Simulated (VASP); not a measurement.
Input of a VASP 6.6.1 run:

File INCAR:

```
PREC     = Accurate       # precision mode
ENCUT    = 600            # plane-wave cutoff, eV
EDIFF    = 1E-6           # SCF threshold, eV
ISMEAR   = 0              # smearing method
SIGMA    = 0.1            # smearing width, eV
LREAL    = False          # projectors in reciprocal space
LASPH    = True           # aspherical terms in the spheres
NELM     = 100            # most SCF steps
ALGO     = Normal         # electronic algorithm
ISIF     = 3              # what is computed and relaxed
LWAVE    = False          # write WAVECAR
LCHARG   = False          # write CHGCAR
GGA      = PE             # functional
IBRION   = 2              # ionic algorithm
NSW      = 100            # ionic steps
EDIFFG   = -0.01          # ionic threshold
```

The input KPOINTS:

```
Automatic mesh
0
Gamma
  16 16 8
```

File POSCAR:

```
SnH2
1.0
    1.6395642483     -3.0851364601      0.0000000000
    1.6395642483      3.0851364601      0.0000000000
    0.0000000000      0.0000000000      5.5941637058
Sn H
1 2
Direct
    0.0000000000      0.0000000000      0.5000000000
    0.5000000000      0.5000000000      0.2905993211
    0.5000000000      0.5000000000      0.7094006789
```

Potentials or basis: VASP PAW PBE potentials, release 64 (Sn_d, H).

The run is started by

```sh
$ cat potpaw_PBE.64/Sn_d/POTCAR potpaw_PBE.64/H/POTCAR > POTCAR
$ mpirun -np 1 vasp_std > vasp.out
```

Problem. Estimate the band gap on the k mesh.

Solution. Zero (bands 8 and 9 overlap by 4.98 eV).

Final structure:
```
Sn H
1.0
     1.63956   -3.08514    0.00000
     1.63956    3.08514    0.00000
     0.00000    0.00000    5.59416
Sn H
1 2
Direct
  0.00000 0.00000 0.50000
  0.50000 0.50000 0.29060
  0.50000 0.50000 0.70940
```

Caveat: spin-orbit coupling is left out, which moves the levels of the heavy elements.
